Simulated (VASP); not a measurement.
CuI: single point with r2SCAN

CuI:

```xyz
4
Lattice="4.0551 0.0000 0.0000 0.0000 4.0551 0.0000 0.0000 0.0000 6.3457" Properties=species:S:1:pos:R:3 pbc="T T T"
Cu    2.0276    2.0276    0.0000
Cu    0.0000    0.0000    0.0000
I     2.0276    0.0000    1.6925
I     0.0000    2.0276    4.6532
```

- Program: VASP 6.6.1
- Task: single point
- Functional: r2SCAN
- Potentials or basis: VASP PAW PBE potentials, release 64 (Cu, I)
- Cutoff: 520 eV
- k mesh: 6 × 6 × 4
- Occupations: gaussian, width 0.01 eV
- Spin: no spin polarisation

- Pressure: 1.1 GPa
- Largest force: 0.006 eV/Å
- Band gap on the k mesh: 2.07 eV

Forces on the atoms (eV/Å):
```
Cu   0.000  0.000  0.000
Cu   0.000  0.000  0.000
I    0.000  0.000 -0.006
I    0.000  0.000  0.006
```

Levels at points of the mesh, in eV from the valence-band top:
| k point | band 14 | band 15 | band 16 | band 17 | band 18 | band 19 | band 20 | band 21 | band 22 | band 23 |
| --- | --- | --- | --- | --- | --- | --- | --- | --- | --- | --- |
| (0.00, 0.00, 0.00) | -1.45 | -1.21 | -0.87 | 0.00 | 0.00 | 2.07 | 3.42 | 3.66 | 5.25 | 5.25 |
| (0.50, 0.00, 0.00) | -1.96 | -1.19 | -1.19 | -0.53 | -0.53 | 4.17 | 4.17 | 5.23 | 5.23 | 6.99 |
| (0.50, 0.50, 0.00) | -1.76 | -1.75 | -1.75 | -1.13 | -1.13 | 2.84 | 2.84 | 2.95 | 2.95 | 10.10 |
| (0.00, 0.00, 0.50) | -1.35 | -1.35 | -1.21 | -0.39 | -0.39 | 3.70 | 3.85 | 3.97 | 4.66 | 6.16 |
| (0.50, 0.00, 0.50) | -1.97 | -0.76 | -0.76 | -0.50 | -0.50 | 2.61 | 2.61 | 5.57 | 5.57 | 6.32 |
| (0.50, 0.50, 0.50) | -1.85 | -1.75 | -1.75 | -1.03 | -1.03 | 4.40 | 4.40 | 4.56 | 4.56 | 6.39 |

It took 9.8 min on 1 thread of AMD EPYC 7R13 (shared host), peak memory 0.22 GiB.

Caveat: the PAW data sets were made with another functional, which shifts forces and pressure a little; spin-orbit coupling is left out, which moves the levels of the heavy elements.
